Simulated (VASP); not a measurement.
Input of a VASP 6.6.1 run:

File INCAR:

```
SYSTEM = FeO
PREC = Accurate
ENCUT = 520
EDIFF = 1E-6
ISMEAR = -1
SIGMA = 0.05
LREAL = .FALSE.
LASPH = .TRUE.
NELM = 150
ALGO = Normal
ISIF = 2
LWAVE = .FALSE.
LCHARG = .FALSE.
ISPIN = 2
MAGMOM = 3 0
LORBIT = 11
LMAXMIX = 4
GGA = PS
NBANDS = 18
```

File KPOINTS:

```
regular mesh
0
G
  11 11 11
  0 0 0
```

POSCAR

```
FeO
1.0
    0.0000000000      2.1230287729      2.1230287729
    2.1230287729      0.0000000000      2.1230287729
    2.1230287729      2.1230287729      0.0000000000
Fe O
1 1
Direct
    0.0000000000      0.0000000000      0.0000000000
    0.5000000000      0.5000000000      0.5000000000
```

Potentials or basis: VASP PAW PBE potentials, release 64 (Fe, O).

Launch:

```console
$ cat potpaw_PBE.64/Fe/POTCAR potpaw_PBE.64/O/POTCAR > POTCAR
$ mpirun -np 1 vasp_std > vasp.out
```

(1) What does it give for the net moment?

(2) Predict the site moments.

## Answers

(1) 4.00 μB per cell.

(2) Fe +3.60; O +0.31 μB.

Caveat: a cell with one magnetic atom can't hold antiferromagnetic order, which such compounds often take; semilocal functionals often make such compounds metallic where correlation or magnetic order opens a gap, which also shifts bond lengths.

**What was measured.**

“W\"ustite: Electric, thermodynamic and optical properties of FeO”, 2012, arxiv:1203.1201 quotes, for a bulk crystal of FeO: band gap 2.4 eV (optical).

Measured gap of FeO: 2.4 eV (optical; quoted in “W\"ustite: Electric, thermodynamic and optical properties of FeO”, 2012, arxiv:1203.1201). This calculation gives 0.00 eV (-2.40 eV). So large a miss can be the level of theory's own, or it may mean another phase, state or a wrong row. The value is that of PBEsol on a finite k mesh, which can miss the band edges, without temperature or zero-point motion. Semilocal functionals fall short of measured gaps as a rule. The run's magnetic order (collinear spin, ferromagnetic start) needn't be the measured crystal's.
